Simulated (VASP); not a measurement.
A run of VASP 6.6.1 is set up as follows.

The input POSCAR:

```
MoS2
1.0
    3.2274600000      0.0000000000      0.0000000000
   -1.6137300000      2.7950700000      0.0000000000
    0.0000000000      0.0000000000      6.3124700000
Mo S
1 2
Direct
    0.9911100000      0.9768900000      0.4907000000
    0.3253000000      0.6624100000      0.2567600000
    0.6372444544      0.3248989088      0.7581100000
```

INCAR.step1

```
ALGO = Normal
EDIFF = 1E-4
ENCUT = 520
GGA = PE
ISMEAR = -1
LASPH = T
LCHARG = F
LREAL = F
LWAVE = T
NBANDS = 20
NELM = 60
PREC = Accurate
SIGMA = 0.1
```

The input INCAR.step2:

```
ALGO = Normal
EDIFF = 1E-6
ENCUT = 520
ISIF = 2
ISMEAR = -1
ISTART = 1
LASPH = T
LCHARG = T
LELF = T
LMIXTAU = T
LREAL = F
LVHAR = T
LWAVE = F
METAGGA = R2SCAN
NBANDS = 20
NELM = 60
PREC = Accurate
SIGMA = 0.1
```

Contents of KPOINTS:

```
k-points
0
Gamma
  7 7 3
```

Potentials or basis: VASP PAW PBE potentials, release 64 (Mo_sv, S).

Launch:

```console
$ cat potpaw_PBE.64/Mo_sv/POTCAR potpaw_PBE.64/S/POTCAR > POTCAR
$ cp INCAR.step1 INCAR
$ mpirun -np 1 vasp_std > vasp.out
$ cp INCAR.step2 INCAR
$ mpirun -np 1 vasp_std > vasp.out
```

Task: Predict the band gap on the k mesh.

Result: Zero (bands 13 and 14 overlap by 0.48 eV).

Task: Predict the pressure.

Result: -2.0 GPa.

Task: Predict the largest force.

Result: 2.242 eV/Å.

Stress tensor (GPa, compression positive):
```
-0.28 -0.27  0.95
-0.27 -1.87  1.17
 0.95  1.17 -3.88
```

Caveat: the PAW data sets were made with another functional, which shifts forces and pressure a little.
